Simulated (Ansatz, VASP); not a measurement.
# C in VASP and in Ansatz

INCAR

```
SYSTEM = C
ALGO = Normal
EDIFF = 1E-7
ENCUT = 520
GGA = CA
ISIF = 2
ISMEAR = 0
LASPH = .True.
LCHARG = .False.
LREAL = .False.
LWAVE = .False.
NBANDS = 26
NELM = 80
PREC = Accurate
SIGMA = 0.05
```

Contents of KPOINTS:

```
k-points
0
Gamma
  12 12 4
  0 0 0
```

File POSCAR:

```
C
1.0
    2.4896249417      0.0000000000      0.0000000000
   -1.2448124708      2.1560784454      0.0000000000
    0.0000000000      0.0000000000      8.2142660865
C
8
Direct
    0.0000000000      0.0000000000      0.0929365318
    0.0000000000      0.0000000000      0.5929365318
    0.0000000000      0.0000000000      0.4070634682
    0.0000000000      0.0000000000      0.9070634682
    0.3333333333      0.6666666667      0.1555443640
    0.6666666667      0.3333333333      0.6555443640
    0.3333333333      0.6666666667      0.3444556360
    0.6666666667      0.3333333333      0.8444556360
```

Input for Ansatz:

```yaml
crystal:
  lattice:
    - [2.4896249417, 0.0, 0.0]
    - [-1.2448124708, 2.1560784454, 0.0]
    - [0.0, 0.0, 8.2142660865]
  atoms:
    - { symbol: C, position: [0.0, 0.0, 0.0929365318] }
    - { symbol: C, position: [0.0, 0.0, 0.5929365318] }
    - { symbol: C, position: [0.0, 0.0, 0.4070634682] }
    - { symbol: C, position: [0.0, 0.0, 0.9070634682] }
    - { symbol: C, position: [0.3333333333, 0.6666666667, 0.155544364] }
    - { symbol: C, position: [0.6666666667, 0.3333333333, 0.655544364] }
    - { symbol: C, position: [0.3333333333, 0.6666666667, 0.344455636] }
    - { symbol: C, position: [0.6666666667, 0.3333333333, 0.844455636] }
basis:
  ecutwfc: 520.0
kpoints:
  mp_grid: { grid: [12, 12, 4] }
hamiltonian:
  xc: lda
  pseudopotentials: { kind: paw, azcp: { folder: soft_1 } }
scf:
  occupations: { method: gaussian, width: 0.05 }
output:
  forces: true
  stress: true
  eigenvalues: true
  write_density: true
  write_potential: true
  elf: true
  volumetric_format: npy
```

Alike in both runs: task single point; functional LDA; k mesh 12 × 12 × 4; occupations gaussian, width 0.05 eV; no spin polarisation.

|  | VASP | Ansatz |
| --- | --- | --- |
| version | VASP 6.6.1 | Ansatz 0.2.0 |
| potentials or method | VASP PAW LDA potentials, release 64 (C), cutoff 520 eV | scalar-relativistic, plane waves, PAW |
| valence electrons in the cell | 32 | 32 |

|  | VASP | Ansatz | Ansatz less VASP |
| --- | --- | --- | --- |
| gap on the k mesh at the Fermi level (eV) | 4.58 | 4.60 | +0.012 |
| least direct gap on the mesh (eV) | 5.32 | 5.32 | +0.002 |
| pressure (GPa) | 1.7 | 0.0 | -1.71 |

Ansatz warns that its potentials were made for another functional, while VASP's fit it. LDA's correlation is that of Perdew and Zunger in VASP and of Perdew and Wang (1992) in Ansatz.
